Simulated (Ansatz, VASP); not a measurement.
BaCu3: VASP beside Ansatz

Contents of INCAR:

```
PREC = Accurate
ENCUT = 520
EDIFF = 1E-6
ISMEAR = 0
SIGMA = 0.05
LREAL = F
LASPH = T
NELM = 80
ALGO = Fast
ISIF = 2
LWAVE = F
LCHARG = T
LELF = T
LVHAR = T
NBANDS = 30
```

File KPOINTS:

```
regular mesh
0
Gamma
  8 8 8
```

The input POSCAR:

```
BaCu3
1.0
    4.4499736190      0.0000000000      0.0000000000
    0.0000000000      4.4499736190      0.0000000000
    0.0000000000      0.0000000000      4.4499736190
Ba Cu
1 3
Direct
    0.0000000000      0.0000000000      0.0000000000
    0.0000000000      0.5000000000      0.5000000000
    0.5000000000      0.5000000000      0.0000000000
    0.5000000000      0.0000000000      0.5000000000
```

Input for Ansatz:

```yaml
crystal:
  lattice:
    - [4.449973619, 0.0, 0.0]
    - [0.0, 4.449973619, 0.0]
    - [0.0, 0.0, 4.449973619]
  atoms:
    - { symbol: Ba, position: [0.0, 0.0, 0.0] }
    - { symbol: Cu, position: [0.0, 0.5, 0.5] }
    - { symbol: Cu, position: [0.5, 0.5, 0.0] }
    - { symbol: Cu, position: [0.5, 0.0, 0.5] }
basis:
  ecutwfc: 420
  ecutrho_ratio: 4
kpoints:
  mp_grid: { grid: [8, 8, 8] }
hamiltonian:
  xc: lda
scf:
  occupations: { method: gaussian, width: 0.05 }
output:
  forces: true
  stress: true
  eigenvalues: true
  populations: true
```

Alike in both runs: task single point; functional LDA; k mesh 8 × 8 × 8; occupations gaussian, width 0.05 eV; no spin polarisation.

|  | VASP | Ansatz |
| --- | --- | --- |
| version | VASP 6.6.1 | Ansatz 0.2.0 |
| potentials or method | VASP PAW LDA potentials, release 64 (Ba_sv, Cu), cutoff 520 eV | scalar-relativistic, plane waves, PAW |
| valence electrons in the cell | 43 | 67 |

```tsv
	VASP	Ansatz	Ansatz less VASP
gap on the k mesh at the Fermi level (eV)	none	none	-
pressure (GPa)	-4.6	-5.4	-0.80
```

LDA's correlation is that of Perdew and Zunger in VASP and of Perdew and Wang (1992) in Ansatz. A gap of «none» marks a metal or a gap that the smearing closes. VASP's potentials hold 43 valence electrons a cell and Ansatz's 67, so a difference there can come from the potentials and not from the codes.

Neither program's run includes spin-orbit coupling.
